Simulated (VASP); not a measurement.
# C (P6_3/mmc) in VASP: notebook, part 2 of 2

VASP 6.6.1.

**4. Single point, r2SCAN**

File POSCAR:

```
C
1.0
    2.5031953697      0.0000000000      0.0000000000
   -1.2515976849      2.1678307808      0.0000000000
    0.0000000000      0.0000000000      4.1688692845
C
4
Direct
    0.3333333333      0.6666666667      0.0002313171
    0.6666666667      0.3333333333      0.5002313171
    0.3333333333      0.6666666667      0.3747686829
    0.6666666667      0.3333333333      0.8747686829
```

File INCAR.step1:

```
  ALGO = Normal
  EDIFF = 1E-4
  ENCUT = 520
  GGA = PE
  ISMEAR = 0
  LASPH = T
  LCHARG = F
  LREAL = F
  LWAVE = T
  NBANDS = 16
  NELM = 60
  PREC = Accurate
  SIGMA = 0.01
```

File INCAR.step2:

```
  ALGO = Normal
  EDIFF = 1E-6
  ENCUT = 520
  ISIF = 2
  ISMEAR = 0
  ISTART = 1
  LASPH = T
  LCHARG = F
  LMIXTAU = T
  LREAL = F
  LWAVE = F
  METAGGA = R2SCAN
  NBANDS = 16
  NELM = 60
  PREC = Accurate
  SIGMA = 0.01
```

File KPOINTS:

```
k-points
0
Gamma
  9 9 6
```

Potentials or basis: VASP PAW PBE potentials, release 64 (C).

Launch:

```bash
$ cat potpaw_PBE.64/C/POTCAR > POTCAR
$ cp INCAR.step1 INCAR
$ mpirun -np 1 vasp_std > vasp.out
$ cp INCAR.step2 INCAR
$ mpirun -np 1 vasp_std > vasp.out
```

OUTCAR:

```text
EDIFF = 1E-6
   ENCUT = 520
   ISIF = 2
   ISMEAR = 0
   ISTART = 1
   LASPH = T
   LREAL = F
   METAGGA = R2SCAN
   NELM = 60
   PREC = Accurate

 ion  position               nearest neighbor table
   1  0.333  0.667  0.000-   4 1.54   4 1.54   4 1.54   3 1.56
   2  0.667  0.333  0.500-   3 1.54   3 1.54   3 1.54   4 1.56
   3  0.333  0.667  0.375-   2 1.54   2 1.54   2 1.54   1 1.56
   4  0.667  0.333  0.875-   1 1.54   1 1.54   1 1.54   2 1.56

  LATTYP: Found a hexagonal cell.
 ALAT       =     2.5031953697
 C/A-ratio  =     1.6654190620

  Lattice vectors:

 A1 = (   2.5031953697,   0.0000000000,   0.0000000000)
 A2 = (  -1.2515976849,   2.1678307808,   0.0000000000)
 A3 = (   0.0000000000,   0.0000000000,   4.1688692845)

Analysis of symmetry for initial positions (statically):
=====================================================================
 Subroutine PRICEL returns:
 Original cell was already a primitive cell.

 Routine SETGRP: Setting up the symmetry group for a
 hexagonal supercell.

 Subroutine GETGRP returns: Found 24 space group operations
 (whereof  6 operations were pure point group operations)
 out of a pool of 24 trial point group operations.

The static configuration has the point symmetry C_3v.
 The point group associated with its full space group is D_6h.

Analysis of symmetry for dynamics (positions and initial velocities):
=====================================================================
 Subroutine PRICEL returns:
 Original cell was already a primitive cell.

 Routine SETGRP: Setting up the symmetry group for a
 hexagonal supercell.

 Subroutine GETGRP returns: Found 24 space group operations
 (whereof  6 operations were pure point group operations)
 out of a pool of 24 trial point group operations.

[... 118 lines left out ...]
   EMIN   =  10.00;   EMAX   =-10.00  energy-range for DOS
   EFERMI =   0.00;   METHOD = LEGACY
   ISMEAR =     0;   SIGMA  =   0.01  broadening in eV -4-tet -1-fermi 0-gaus
   EFERMI_NEDOS =   21; number of points for ismear=-14 and -15
   IALGO  =     38    algorithm
   IMIX   =      4    mixing-type and parameters
     AMIX     =   0.40;   BMIX     =  1.00
     AMIX_MAG =   1.60;   BMIX_MAG =  1.00
  volume/ion in A,a.u.               =       5.66        38.17
  Fermi-wavevector in a.u.,A,eV,Ry     =   1.458597  2.756349 28.946471  2.127506
  Thomas-Fermi vector in A             =   2.575263
   LORBIT       =      0    0 simple, 1 ext, 2 COOP (PROOUT), +10 PAW based schemes
   METAGGA = R2SCAN    functional components
   LHFCALC =     F    Hartree Fock is set to
   AEXX    =    0.0000 exact exchange contribution
   IVDW    =     0    specifies the selected vdW correction
   LEPSILON=     F    determine dielectric tensor
   LRPA    =     F    only Hartree local field effects (RPA)
 non-spin polarized calculation
 Gauss-broadening in eV      SIGMA  =   0.01
  energy-cutoff  :      520.00
  volume of cell :       22.62
 maximum number of plane-waves:       624
 NGX is ok and might be reduce to    20
   NGX =  9   NGY =  9   NGZ = 15

 number of electron      16.0000000 magnetization

 Free energy of the ion-electron system (eV)
  ---------------------------------------------------
  ext. energy  EPLUGINS =         0.00000000
  ---------------------------------------------------
  free energy    TOTEN  =       -39.20429007 eV

  energy without entropy =      -39.20429007  energy(sigma->0) =      -39.20429007

 E-fermi :  10.1506     XC(G=0): -14.2668

 val. band max:       10.0586185069   @ k =   0.0000   0.0000   0.0000
 cond. band min:      13.6194418529   @ k =   0.3333   0.3333   0.0000
 fundamental gap:      3.5608233460
 Fermi energy:        10.1505713298

 k-point     1 :       0.0000    0.0000    0.0000
  band No.  band energies     occupation
      1     -13.0016      2.00000
      2      -7.2560      2.00000
      3      -4.3359      2.00000
      4       6.7805      2.00000
      5       6.7805      2.00000
      6       9.5597      2.00000
[... 433 lines left out ...]
      3      -1.3901      2.00000
      4      -1.2152      2.00000
      5      -1.2152      2.00000
      6       2.1964      2.00000
[... 8 lines left out ...]
     15      26.4734      0.00000
     16      26.4734      0.00000

 [... further k-points ...]
[... 5 lines left out ...]
  --------------------------------------------------------------------------------------
  -------------------------------------------------------------------------------------
  Total        0.1495854      0.1495854      0.1371984     -0.0000000      0.0000000     -0.0000000
  in kB       10.5940329     10.5940329      9.7167578     -0.0000000      0.0000000     -0.0000000
  external PRESSURE =      10.3016079 kB  Pullay stress =       0.0000000 kB

 VOLUME and BASIS-vectors are now :
 -----------------------------------------------------------------------------
  energy-cutoff  :      520.00
  volume of cell :       22.62
      direct lattice vectors                 reciprocal lattice vectors
     2.503195370  0.000000000  0.000000000     0.399489393  0.230645309  0.000000000
    -1.251597685  2.167830781  0.000000000     0.000000000  0.461290618  0.000000000
     0.000000000  0.000000000  4.168869285     0.000000000  0.000000000  0.239873196

 POSITION                                       TOTAL-FORCE (eV/Angst)
 -----------------------------------------------------------------------------------
     -0.00000      1.44522      0.00096         0.000000     -0.000000      0.009284
      1.25160      0.72261      2.08540        -0.000000      0.000000      0.009284
     -0.00000      1.44522      1.56236         0.000000     -0.000000     -0.009284
      1.25160      0.72261      3.64680        -0.000000      0.000000     -0.009284
 -----------------------------------------------------------------------------------
    total drift:                               -0.000000      0.000000      0.000000

  FREE ENERGIE OF THE ION-ELECTRON SYSTEM (eV)
  ---------------------------------------------------
  free  energy   TOTEN  =       -39.2042900658 eV

  energy  without entropy=      -39.2042900658  energy(sigma->0) =      -39.20429007
```

OSZICAR.step1:

```text
N       E                     dE             d eps       ncg     rms          rms(c)
DAV:   1     0.194426479506E+02    0.19443E+02   -0.82238E+03  1536   0.973E+02
DAV:   2    -0.358982694491E+02   -0.55341E+02   -0.51572E+02  2160   0.186E+02
DAV:   3    -0.375643516805E+02   -0.16661E+01   -0.16624E+01  1936   0.279E+01
DAV:   4    -0.375700916524E+02   -0.57400E-02   -0.57393E-02  1872   0.205E+00
DAV:   5    -0.375701195133E+02   -0.27861E-04   -0.27860E-04  1904   0.126E-01    0.788E+00
DAV:   6    -0.365956428413E+02    0.97448E+00   -0.59562E-01  1744   0.488E+00    0.471E+00
DAV:   7    -0.362659128572E+02    0.32973E+00   -0.69012E-01  1968   0.544E+00    0.105E+00
DAV:   8    -0.362686649263E+02   -0.27521E-02   -0.13946E-02  1688   0.777E-01    0.608E-02
DAV:   9    -0.362687570672E+02   -0.92141E-04   -0.16848E-04  1896   0.992E-02
   1 F= -.36268757E+02 E0= -.36268757E+02  d E =-.101583E-87
```

Run time: 2 min. Hardware: 1 thread of AMD EPYC 7R13, shared host; peak memory 0.14 GiB.

What came out:

- Free energy: -39.2043 eV
- Pressure: 1.0 GPa
- Largest force: 0.009 eV/Å
- Band gap on the k mesh: 3.56 eV, indirect (least direct gap 5.19 eV)

Forces on the atoms (eV/Å):
```
C    0.000  0.000  0.009
C    0.000  0.000  0.009
C    0.000  0.000 -0.009
C    0.000  0.000 -0.009
```

Caveat: the PAW data sets were made with another functional, which shifts forces and pressure a little.
